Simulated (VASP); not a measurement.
Here is a VASP 6.6.1 calculation.

Contents of INCAR:

```
PREC = Accurate
ENCUT = 520
EDIFF = 1E-7
ISMEAR = -1
SIGMA = 0.05
LREAL = F
LASPH = T
NELM = 100
ALGO = Normal
ISIF = 2
LWAVE = F
LCHARG = T
GGA = PE
LELF = T
LVHAR = T
NBANDS = 18
```

KPOINTS

```
regular mesh
0
Gamma
  8 1 6
```

File POSCAR:

```
P
1.0
    3.2837277200      0.0000000000      0.0000000000
    0.0000000000     34.8570309900      0.0000000000
    0.0000000000      0.0000000000      4.6320847100
P
4
Direct
    0.5000000000      0.9702614300      0.9078492800
    0.5000000000      0.0297385700      0.0921507200
    0.0000000000      0.0297385700      0.4078492800
    0.0000000000      0.9702614300      0.5921507200
```

Potentials or basis: VASP PAW PBE potentials, release 64 (P).

Command:

```bash
$ cat potpaw_PBE.64/P/POTCAR > POTCAR
$ mpirun -np 1 vasp_std > vasp.out
```

Question: Predict the largest force.

Answer: 0.309 eV/Å.

Question: What does it give for the band gap on the k mesh?

Answer: 0.94 eV, direct.

Forces in eV/Å, atoms in the order of the input:
```
P    0.000 -0.164  0.262
P    0.000  0.164 -0.262
P    0.000  0.164  0.262
P    0.000 -0.164 -0.262
```
